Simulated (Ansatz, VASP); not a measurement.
**C in VASP and in Ansatz**

INCAR

```
SYSTEM = C
ALGO = Normal
EDIFF = 1E-6
EDIFFG = -0.01
ENCUT = 600
GGA = PS
IBRION = 2
ISIF = 3
ISMEAR = -1
LASPH = .True.
LCHARG = .False.
LREAL = .False.
LWAVE = .False.
NELM = 100
NSW = 80
PREC = Accurate
SIGMA = 0.05
```

Contents of KPOINTS:

```
k-points
0
Gamma
  8 8 3
  0 0 0
```

The input POSCAR:

```
C
1.0
    2.4640014744      0.0000000000      0.0000000000
   -1.2320007372      2.1338878718      0.0000000000
    0.0000000000      0.0000000000      6.7110000000
C
4
Direct
    0.0000000000      0.0000000000      0.2500000000
    0.0000000000      0.0000000000      0.7500000000
    0.3333333333      0.6666666667      0.2500000000
    0.6666666667      0.3333333333      0.7500000000
```

Input for Ansatz:

```yaml
crystal:
  lattice:
    - [2.4640014744, 0.0, 0.0]
    - [-1.2320007372, 2.1338878718, 0.0]
    - [0.0, 0.0, 6.711]
  atoms:
    - { symbol: C, position: [0.0, 0.0, 0.25] }
    - { symbol: C, position: [0.0, 0.0, 0.75] }
    - { symbol: C, position: [0.3333333333, 0.6666666667, 0.25] }
    - { symbol: C, position: [0.6666666667, 0.3333333333, 0.75] }
hamiltonian:
  xc: pbesol
  pseudopotentials:
    kind: paw
    azcp:
      C: "pseudopotentials/C.paw.azcp"
basis:
  ecutwfc: 420
  fft_grid_basis: typed
kpoints:
  mp_grid: { grid: [8, 8, 3], shift: [0, 0, 0] }
magnetization:
  spin_polarized: false
scf:
  occupations: { method: fermi_dirac, width: 0.05 }
relax:
  max_steps: 60
  f_tol: 0.01
  cell: {}
```

Alike in both runs: task relaxation of cell and atoms; functional PBEsol; k mesh 8 × 8 × 3; occupations fermi-dirac, width 0.05 eV; no spin polarisation.

|  | VASP | Ansatz |
| --- | --- | --- |
| version | VASP 6.6.1 | Ansatz 0.2.0 |
| potentials or method | VASP PAW PBE potentials, release 64 (C), cutoff 600 eV | plane waves (420 eV) with PAW, scalar-relativistic |
| valence electrons in the cell | 16 | 16 |

Ansatz gave:

| Item | Value |
| --- | --- |
| relaxed volume (Å³/atom) | 9.39 |
| relaxed cell length with the largest relative difference (Å) | 7.176 |

Q: Which values does VASP return?

A: Relaxed volume (Å³/atom): 9.21; relaxed cell length with the largest relative difference (Å): 7.032.

VASP's potentials were made for PBE, not for PBEsol, and Ansatz warns of the same on its side.
